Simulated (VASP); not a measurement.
Set up this calculation in VASP 6.6.1, as the native input.

```
Task                   : single point
Functional             : LDA
Potentials or basis    : VASP PAW LDA potentials, release 64 (Ti_sv, C)
Cutoff                 : 520 eV
k mesh                 : 7 × 7 × 7
Occupations            : fermi-dirac, width 0.05 eV
Spin                   : no spin polarisation
Dipole correction      : no
Further INCAR settings : ALGO = Normal; EDIFF = 1e-06; NBANDS = 15
```

The structure of TiC lies in POSCAR:

```
TiC
1.0
    0.0000000000      2.1657188437      2.1657188437
    2.1657188437      0.0000000000      2.1657188437
    2.1657188437      2.1657188437      0.0000000000
Ti C
1 1
Direct
   -0.0179180000      0.0215340000     -0.0071780000
    0.4843900000      0.5074340000      0.5141740000
```

The input as run:

INCAR

```
ALGO = Normal
EDIFF = 1E-6
ENCUT = 520
ISIF = 2
ISMEAR = -1
LASPH = T
LCHARG = F
LREAL = F
LWAVE = F
NBANDS = 15
NELM = 100
PREC = Accurate
SIGMA = 0.05
```

KPOINTS

```
k-points
0
Gamma
  7 7 7
```

Potentials or basis: VASP PAW LDA potentials, release 64 (Ti_sv, C).

The run is started by

```console
$ cat potpaw_LDA.64/Ti_sv/POTCAR potpaw_LDA.64/C/POTCAR > POTCAR
$ mpirun -np 1 vasp_std > vasp.out
```

It gave:

The pressure is -11.6 GPa, the largest force is 0.487 eV/Å and the band gap on the k mesh is zero (bands 8 and 9 overlap by 0.99 eV).

Caveat: the cell stands under tension.

Wall time 22 s on 1 thread of Intel(R) Xeon(R) Platinum 8488C (Sapphire Rapids), on a shared host, peak memory 0.16 GiB.
